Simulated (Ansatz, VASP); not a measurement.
**BaS in VASP and in Ansatz**

Contents of INCAR:

```
SYSTEM = BaS
  PREC = Accurate
  ENCUT = 520
  EDIFF = 1E-6
  ISMEAR = -1
  SIGMA = 0.02
  LREAL = .False.
  LASPH = .True.
  NELM = 80
  ALGO = Normal
  ISIF = 2
  LWAVE = .False.
  LCHARG = .False.
  GGA = PE
  NBANDS = 15
```

KPOINTS

```
regular mesh
0
Gamma
  8 8 8
  0 0 0
```

Contents of POSCAR:

```
BaS
1.0
    0.0000000000      3.1937500000      3.0979375000
    3.1937500000      0.0000000000      3.0979375000
    3.1937500000      3.1937500000      0.0000000000
Ba S
1 1
Direct
    0.0000000000      0.0000000000      0.0000000000
    0.5000000000      0.5000000000      0.5000000000
```

Input for Ansatz:

```yaml
crystal:
  lattice:
    - [0.0, 3.19375, 3.0979375]
    - [3.19375, 0.0, 3.0979375]
    - [3.19375, 3.19375, 0.0]
  atoms:
    - { symbol: Ba, position: [0.0, 0.0, 0.0] }
    - { symbol: S, position: [0.5, 0.5, 0.5] }
kpoints:
  mp_grid: { grid: [8, 8, 8] }
  band_path:
    path:
      - [0.0, 0.0, 0.0]
      - [0.0, 0.5, 0.5]
      - [0.25, 0.75, 0.5]
      - [0.0, 0.5, 0.0]
      - [0.0, 0.0, 0.0]
      - [0.5, 0.5, 0.0]
      - [0.3828515251, 0.6171484749, 0.0]
      - [-0.3828515251, 0.3828515251, 0.0]
      - [0.0, 0.0, 0.0]
    npoints: 5
scf:
  occupations: { method: fermi_dirac, width: 0.02 }
hamiltonian:
  xc: pbe
  pseudopotentials: { kind: all_electron, lapw: { basis_error: 0.00025 } }
output:
  forces: true
  stress: true
  eigenvalues: true
```

Change from the starting cell: zz strain of -3 %.

Alike in both runs: task single point; functional PBE; k mesh 8 × 8 × 8; occupations fermi-dirac, width 0.02 eV; no spin polarisation.

```csv
,VASP,Ansatz
version,VASP 6.6.1,Ansatz 0.2.0
potentials or method,"VASP PAW PBE potentials, release 64 (Ba_sv, S), cutoff 520 eV","all-electron LAPW, scalar-relativistic"
```

|  | VASP | Ansatz | Ansatz less VASP |
| --- | --- | --- | --- |
| gap on the k mesh at the Fermi level (eV) | 1.95 | 2.07 | +0.113 |
| pressure (GPa) | 3.1 | 2.4 | -0.67 |
| traceless stress, the component that is largest in VASP (GPa) | 2.20 | 2.01 | -0.189 |

Ansatz ran all-electron here, and VASP with PAW potentials.

Spin-orbit coupling is off throughout.
